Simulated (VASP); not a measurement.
# Pd (Fm-3m) in VASP: notebook, part 2 of 2

VASP 6.6.1. The steps go on from the part before.

## Step 4: Relaxation of cell and atoms, PBE

INCAR reads:

```
SYSTEM = Pd
PREC = Accurate ; ENCUT = 500
EDIFF = 1E-7 ; ISMEAR = 0
SIGMA = 0.1 ; LREAL = .False.
LASPH = .True. ; NELM = 120
ALGO = Normal ; ISIF = 3
LWAVE = .False. ; LCHARG = .False.
GGA = PE ; IBRION = 2
NSW = 100 ; EDIFFG = -0.05
GGA_COMPAT = .False. ; NELMIN = 4
```

KPOINTS reads:

```
Automatic mesh
0
Gamma
  8 8 8
  0 0 0
```

POSCAR reads:

```
Pd
1.0
    0.0000000000      1.9425810719      1.9425810719
    1.9425810719      0.0000000000      1.9425810719
    1.9425810719      1.9425810719      0.0000000000
Pd
1
Direct
    0.0000000000      0.0000000000      0.0000000000
```

Potentials or basis: VASP PAW PBE potentials, release 64 (Pd).

Started as:

```
$ cat potpaw_PBE.64/Pd/POTCAR > POTCAR
$ mpirun -np 1 vasp_std > vasp.out
```

OUTCAR:

```text
SYSTEM = Pd
   PREC = Accurate
   ENCUT = 500
   EDIFF = 1E-7
   ISMEAR = 0
   LREAL = .False.
   LASPH = .True.
   NELM = 120
   ISIF = 3
   GGA = PE
   IBRION = 2
   NSW = 100
   EDIFFG = -0.05
   NELMIN = 4

 ion  position               nearest neighbor table
   1  0.000  0.000  0.000-

  LATTYP: Found a face centered cubic cell.
 ALAT       =     3.8851621438

  Lattice vectors:

 A1 = (   0.0000000000,   1.9425810719,   1.9425810719)
 A2 = (   1.9425810719,   0.0000000000,   1.9425810719)
 A3 = (   1.9425810719,   1.9425810719,   0.0000000000)

Analysis of symmetry for initial positions (statically):
=====================================================================
 Subroutine PRICEL returns:
 Original cell was already a primitive cell.

 Routine SETGRP: Setting up the symmetry group for a
 face centered cubic supercell.

 Subroutine GETGRP returns: Found 48 space group operations
 (whereof 48 operations were pure point group operations)
 out of a pool of 48 trial point group operations.

The static configuration has the point symmetry O_h .

Analysis of symmetry for dynamics (positions and initial velocities):
=====================================================================
 Subroutine PRICEL returns:
 Original cell was already a primitive cell.

 Routine SETGRP: Setting up the symmetry group for a
 face centered cubic supercell.

 Subroutine GETGRP returns: Found 48 space group operations
 (whereof 48 operations were pure point group operations)
 out of a pool of 48 trial point group operations.

The dynamic configuration has the point symmetry O_h .

 Subroutine INISYM returns: Found 48 space group operations
 (whereof 48 operations are pure point group operations),
 and found     1 'primitive' translations

----------------------------------------------------------------------------------------
[... 126 lines left out ...]
  volume of cell :       14.66
 maximum number of plane-waves:       388
   NGX =  9   NGY =  9   NGZ =  9

--------------------------------------- Ionic step        1  -------------------------------------------

 number of electron      10.0000000 magnetization

 Free energy of the ion-electron system (eV)
  ---------------------------------------------------
  ext. energy  EPLUGINS =         0.00000000
  ---------------------------------------------------
  free energy    TOTEN  =        -5.18504356 eV

  energy without entropy =       -5.17357571  energy(sigma->0) =       -5.17930963

------------------------ aborting loop because EDIFF is reached ----------------------------------------

  FORCE on cell =-STRESS in cart. coord.  units (eV):
  Direction    XX          YY          ZZ          XY          YZ          ZX
  --------------------------------------------------------------------------------------
  -------------------------------------------------------------------------------------
  Total        0.8197398      0.8197398      0.8197398     -0.0000000     -0.0000000     -0.0000000
  in kB       89.5816642     89.5816642     89.5816642     -0.0000000     -0.0000000     -0.0000000
  external PRESSURE =      89.5816642 kB  Pullay stress =       0.0000000 kB
[... 57 lines left out ...]
--------------------------------------- Ionic step        3  -------------------------------------------

 number of electron       9.9999995 magnetization

 Free energy of the ion-electron system (eV)
  ---------------------------------------------------
  ext. energy  EPLUGINS =         0.00000000
  ---------------------------------------------------
  free energy    TOTEN  =        -5.20389850 eV

  energy without entropy =       -5.19243520  energy(sigma->0) =       -5.19816685

 E-fermi :   9.1868     XC(G=0): -12.9170

 val. band max:        9.1823052064   @ k =   0.5000   0.2500   0.0000
 cond. band min:       9.2682370399   @ k =   0.5000   0.3750   0.0000
 fundamental gap:      0.0859318335
 Fermi energy:         9.1867943278

 k-point     1 :       0.0000    0.0000    0.0000
  band No.  band energies     occupation
      1       2.2713      2.00000
      2       6.4706      2.00000
      3       6.4706      2.00000
      4       6.4706      2.00000
      5       7.9713      2.00000
      6       7.9713      2.00000
      7      26.2548      0.00000
      8      30.7867      0.00000
      9      30.7867      0.00000
[... 265 lines left out ...]
 k-point    24 :      -0.3750    0.2500    0.1250
  band No.  band energies     occupation
      1       5.0261      2.00000
      2       5.7329      2.00000
      3       6.8460      2.00000
      4       7.2827      2.00000
      5       8.9752      1.99723
      6      13.8415      0.00000
      7      16.1983      0.00000
      8      24.4517      0.00000
      9      24.6547      0.00000

 [... further k-points ...]

------------------------ aborting loop because EDIFF is reached ----------------------------------------

  FORCE on cell =-STRESS in cart. coord.  units (eV):
  Direction    XX          YY          ZZ          XY          YZ          ZX
  --------------------------------------------------------------------------------------
  -------------------------------------------------------------------------------------
  Total       -0.0123044     -0.0123044     -0.0123044      0.0000000      0.0000000      0.0000000
  in kB       -1.2814235     -1.2814235     -1.2814235      0.0000000      0.0000000      0.0000000
  external PRESSURE =      -1.2814235 kB  Pullay stress =       0.0000000 kB
[... 16 lines left out ...]
  FREE ENERGIE OF THE ION-ELECTRON SYSTEM (eV)
  ---------------------------------------------------
  free  energy   TOTEN  =        -5.2038984952 eV

  energy  without entropy=       -5.1924352012  energy(sigma->0) =       -5.19816685

 reached required accuracy - stopping structural energy minimisation
```

OSZICAR:

```text
N       E                     dE             d eps       ncg     rms          rms(c)
DAV:   1     0.393406613729E+02    0.39341E+02   -0.53459E+03   522   0.103E+03
DAV:   2    -0.511712153672E+01   -0.44458E+02   -0.43488E+02   555   0.197E+02
DAV:   3    -0.544747702311E+01   -0.33036E+00   -0.32969E+00   621   0.198E+01
[... 24 lines left out ...]
DAV:   4    -0.520385607506E+01   -0.17394E-02   -0.67883E-03   582   0.706E-01    0.625E-02
DAV:   5    -0.520389675055E+01   -0.40675E-04   -0.56823E-05   562   0.611E-02    0.244E-02
DAV:   6    -0.520389879736E+01   -0.20468E-05   -0.61837E-06   593   0.272E-02    0.209E-03
DAV:   7    -0.520389846076E+01    0.33661E-06   -0.18042E-07   569   0.301E-03    0.752E-04
DAV:   8    -0.520389849518E+01   -0.34421E-07   -0.98560E-09   266   0.922E-04
   3 F= -.52038985E+01 E0= -.51981668E+01  d E =-.188549E-01
```

Run time: 4.9 s. Hardware: 1 thread of Intel Xeon 6975P-C (Granite Rapids), shared host; peak memory 0.13 GiB.

What came out:

- Free energy: -5.2039 eV
- Relaxed volume: 15.38 Å³/atom
- Relaxed cell: a = 2.792 Å, b = 2.792 Å, c = 2.792 Å, α = 60.00°, β = 60.00°, γ = 60.00°
- Space group after relaxing (to 0.1 Å): Fm-3m (No. 225)
- Energy gained by relaxing: 18.9 meV/atom
- Ionic steps: 3
- Pressure after relaxing: -0.1 GPa
- Band gap on the k mesh: zero (bands 5 and 6 overlap by 1.49 eV)

The path:
| step | energy change (eV) | largest force (eV/Å) | pressure (GPa) | volume (Å³) |
| --- | --- | --- | --- | --- |
| 1 | 0.0000 | 0.0000 | 8.96 | 14.66 |
| 2 | 0.0162 | 0.0000 | -9.49 | 16.47 |
| 3 | -0.0189 | 0.0000 | -0.13 | 15.38 |

Final structure:
```
CELL_PARAMETERS angstrom
0.00000 1.97401 1.97401
1.97401 0.00000 1.97401
1.97401 1.97401 0.00000
ATOMIC_POSITIONS crystal
Pd 0.00000 0.00000 0.00000
```

Levels at points of the mesh, in eV from the Fermi level:
```
           k point  band 3  band 4  band 5  band 6  band 7  band 8
(0.00, 0.00, 0.00)   -2.72   -2.72   -1.22   -1.22   17.07   21.60
(0.50, 0.00, 0.00)   -2.76   -0.09   -0.09    1.01    6.92   16.41
(0.50, 0.50, 0.00)   -0.12    0.21    0.21    3.26   10.26   12.88
```

PBE usually gives volumes a little too large and moduli too small. Zero-point motion and thermal expansion aren't in these numbers.

## Step 5: Single point, PBE

This run uses another cell than the first one, of 15.32 Å³/atom.

INCAR reads:

```
SYSTEM = Pd
  ALGO = Normal
  EDIFF = 1E-6
  ENCUT = 500
  GGA = PE
  GGA_COMPAT = .False.
  ISIF = 2
  ISMEAR = 0
  LASPH = .True.
  LCHARG = .False.
  LREAL = .False.
  LWAVE = .False.
  NBANDS = 11
  NELM = 120
  PREC = Accurate
  SIGMA = 0.1
```

KPOINTS reads:

```
k-points
0
Gamma
  18 18 18
  0 0 0
```

POSCAR reads:

```
Pd
1.0
    0.0000000000      1.9710881352      1.9710881352
    1.9710881352      0.0000000000      1.9710881352
    1.9710881352      1.9710881352      0.0000000000
Pd
1
Direct
    0.0000000000      0.0000000000      0.0000000000
```

Started as:

```
$ cat potpaw_PBE.64/Pd/POTCAR > POTCAR
$ mpirun -np 1 vasp_std > vasp.out
```

It took 9.2 s on 1 thread of Intel Xeon 6975P-C (Granite Rapids), shared host; peak memory 0.14 GiB.

It converged, with:

| Item | Value |
| --- | --- |
| Free energy | -5.2259 eV |
| Pressure | -0.2 GPa |
| Band gap on the k mesh | zero (bands 5 and 6 overlap by 1.48 eV) |

Levels at points of the mesh, in eV from the Fermi level:
```tsv
k point	band 3	band 4	band 5	band 6	band 7	band 8
(0.00, 0.00, 0.00)	-2.67	-2.67	-1.15	-1.15	17.17	21.74
(0.50, 0.00, 0.00)	-2.71	-0.02	-0.02	1.10	7.03	16.52
(0.50, 0.50, 0.00)	-0.05	0.27	0.27	3.36	10.39	13.01
```

## Step 6: Relaxation of cell and atoms, PBE

This run uses another cell than the first one, of 15.39 Å³/atom.

INCAR reads:

```
PREC = Accurate ; ENCUT = 500
EDIFF = 1E-7 ; ISMEAR = 0
SIGMA = 0.1 ; LREAL = False
LASPH = True ; NELM = 120
ALGO = Normal ; ISIF = 3
LWAVE = False ; LCHARG = False
GGA = PE ; IBRION = 2
NSW = 100 ; EDIFFG = -0.005
GGA_COMPAT = False ; NELMIN = 4
```

KPOINTS reads:

```
Automatic mesh
0
Gamma
  18 18 18
```

POSCAR reads:

```
Pd
1.0
    0.0000000000      1.9742329147      1.9742329147
    1.9742329147      0.0000000000      1.9742329147
    1.9742329147      1.9742329147      0.0000000000
Pd
1
Direct
    0.0000000000      0.0000000000      0.0000000000
```

Potentials or basis: VASP PAW PBE potentials, release 64 (Pd).

Started as:

```
$ cat potpaw_PBE.64/Pd/POTCAR > POTCAR
$ mpirun -np 1 vasp_std > vasp.out
```

Run time: 18 s. Hardware: 1 thread of Intel Xeon 6975P-C (Granite Rapids), shared host; peak memory 0.14 GiB.

The run converged. Its results:

| Property | Result |
| --- | --- |
| Free energy | -5.2260 eV |
| Relaxed volume | 15.29 Å³/atom |
| Relaxed cell | a = 2.786 Å, b = 2.786 Å, c = 2.786 Å, α = 60.00°, β = 60.00°, γ = 60.00° |
| Space group after relaxing (to 0.1 Å) | Fm-3m (No. 225) |
| Energy gained by relaxing | 0.3 meV/atom |
| Ionic steps | 3 |
| Pressure after relaxing | 0.0 GPa |
| Band gap on the k mesh | zero (bands 5 and 6 overlap by 1.49 eV) |

The path:
```
step  energy change (eV)  largest force (eV/Å)  pressure (GPa)  volume (Å³)
   1              0.0000                0.0000           -1.03        15.39
   2              0.0002                0.0000            1.39        15.17
   3             -0.0003                0.0000            0.01        15.29
```

Final structure:
```
Pd
1.0
     0.00000    1.97007    1.97007
     1.97007    0.00000    1.97007
     1.97007    1.97007    0.00000
Pd
1
Direct
  0.00000 0.00000 0.00000
```

Levels at points of the mesh, in eV from the Fermi level:
```csv
k point,band 3,band 4,band 5,band 6,band 7,band 8
"(0.00, 0.00, 0.00)",-2.67,-2.67,-1.16,-1.16,17.17,21.75
"(0.50, 0.00, 0.00)",-2.72,-0.02,-0.02,1.10,7.04,16.52
"(0.50, 0.50, 0.00)",-0.05,0.27,0.27,3.36,10.41,13.02
```

## Step 7: Summary

```tsv
task	cell	k mesh	gap on the mesh (eV)	pressure (GPa)	relaxed volume (Å³/atom)
single point	a = 2.747 Å, angles 60.0°, 1 atom	8 × 8 × 8	none	9.0	-
single point	a = 2.792 Å, angles 60.0°, 1 atom	8 × 8 × 8	none	-0.2	-
relaxation of cell and atoms	relaxed from a = 2.747 Å, angles 60.0°, 1 atom	8 × 8 × 8	none	-0.1	15.38
single point	a = 2.788 Å, angles 60.0°, 1 atom	18 × 18 × 18	none	-0.2	-
relaxation of cell and atoms	relaxed from a = 2.792 Å, angles 60.0°, 1 atom	18 × 18 × 18	none	0.0	15.29
```

Alike in all rows: level PBE; potentials or basis VASP PAW PBE potentials, release 64 (Pd); no spin polarisation; cutoff (eV) 500; smearing gaussian 0.1 eV.

Caveats: the cell stands under pressure (at least some runs).

Absolute energies hang on the potentials; compare differences alone.
